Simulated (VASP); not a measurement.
Input of a VASP 6.6.1 run:

POSCAR

```
Hf
1.0
    0.0000000000      2.2706362503      2.2706362503
    2.2706362503      0.0000000000      2.2706362503
    2.2706362503      2.2706362503      0.0000000000
Hf
1
Direct
    0.0000000000      0.0000000000      0.0000000000
```

INCAR.step1

```
PREC = Accurate ; ENCUT = 520
ISMEAR = 1 ; SIGMA = 0.1
LREAL = F ; LASPH = T
NELM = 100 ; NBANDS = 11
GGA = PE ; ALGO = Normal
EDIFF = 1E-4 ; LWAVE = T
LCHARG = F
```

The input INCAR.step2:

```
PREC = Accurate ; ENCUT = 520
EDIFF = 1E-6 ; ISMEAR = 1
SIGMA = 0.1 ; LREAL = F
LASPH = T ; NELM = 100
ALGO = Normal ; ISIF = 2
LWAVE = F ; LCHARG = F
METAGGA = R2SCAN ; LMIXTAU = T
NBANDS = 11 ; ISTART = 1
```

The input KPOINTS:

```
Automatic mesh
0
Gamma
  11 11 11
```

Potentials or basis: VASP PAW PBE potentials, release 64 (Hf_pv).

The run is started by

```console
$ cat potpaw_PBE.64/Hf_pv/POTCAR > POTCAR
$ cp INCAR.step1 INCAR
$ mpirun -np 1 vasp_std > vasp.out
$ cp INCAR.step2 INCAR
$ mpirun -np 1 vasp_std > vasp.out
```

**Question.** Estimate the pressure.

**Answer.** -4.6 GPa.

**Question.** What does it give for the band gap on the k mesh?

**Answer.** Zero (band 5 reaches 5.87 eV, above the bottom of band 6 at 4.01 eV).

Caveat: the PAW data sets were made with another functional, which shifts forces and pressure a little; spin-orbit coupling is left out, which moves the levels of the heavy elements.
